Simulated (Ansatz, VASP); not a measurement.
# Two plane-wave programs on MgS

INCAR

```
PREC = Accurate
ENCUT = 520
EDIFF = 1E-7
ISMEAR = 0
SIGMA = 0.05
LREAL = F
LASPH = T
NELM = 100
ALGO = Normal
ISIF = 2
LWAVE = F
LCHARG = F
GGA = PS
NBANDS = 11
```

File KPOINTS:

```
Automatic mesh
0
Gamma
  10 10 10
```

File POSCAR:

```
MgS
1.0
    0.0000000000      2.6102934190      2.6102934190
    2.6102934190      0.0000000000      2.6102934190
    2.6102934190      2.6102934190      0.0000000000
Mg S
1 1
Direct
    0.0000000000      0.0000000000      0.0000000000
    0.5000000000      0.5000000000      0.5000000000
```

Input for Ansatz:

```yaml
crystal:
  lattice:
    - [0.0, 2.610293419, 2.610293419]
    - [2.610293419, 0.0, 2.610293419]
    - [2.610293419, 2.610293419, 0.0]
  atoms:
    - { symbol: Mg, position: [0.0, 0.0, 0.0] }
    - { symbol: S, position: [0.5, 0.5, 0.5] }
basis:
  ecutwfc: 420
  ecutrho_ratio: 4
kpoints:
  mp_grid: { grid: [10, 10, 10] }
hamiltonian:
  xc: pbesol
scf:
  occupations: { method: gaussian, width: 0.05 }
output:
  forces: true
  stress: true
  eigenvalues: true
```

Alike in both runs: task single point; functional PBEsol; k mesh 10 × 10 × 10; occupations gaussian, width 0.05 eV; no spin polarisation.

|  | VASP | Ansatz |
| --- | --- | --- |
| version | VASP 6.6.1 | Ansatz 0.2.0 |
| potentials or method | VASP PAW PBE potentials, release 64 (Mg, S), cutoff 520 eV | scalar-relativistic, plane waves, PAW |
| valence electrons in the cell | 8 | 16 |

|  | VASP | Ansatz | Ansatz less VASP |
| --- | --- | --- | --- |
| gap on the k mesh at the Fermi level (eV) | 2.68 | 2.68 | -0.001 |
| least direct gap on the mesh (eV) | 3.52 | 3.52 | +0.001 |
| pressure (GPa) | -1.9 | -1.7 | +0.20 |

VASP's potentials were made for PBE, not for PBEsol. VASP's potentials hold 8 valence electrons a cell and Ansatz's 16, so a difference there can come from the potentials and not from the codes.
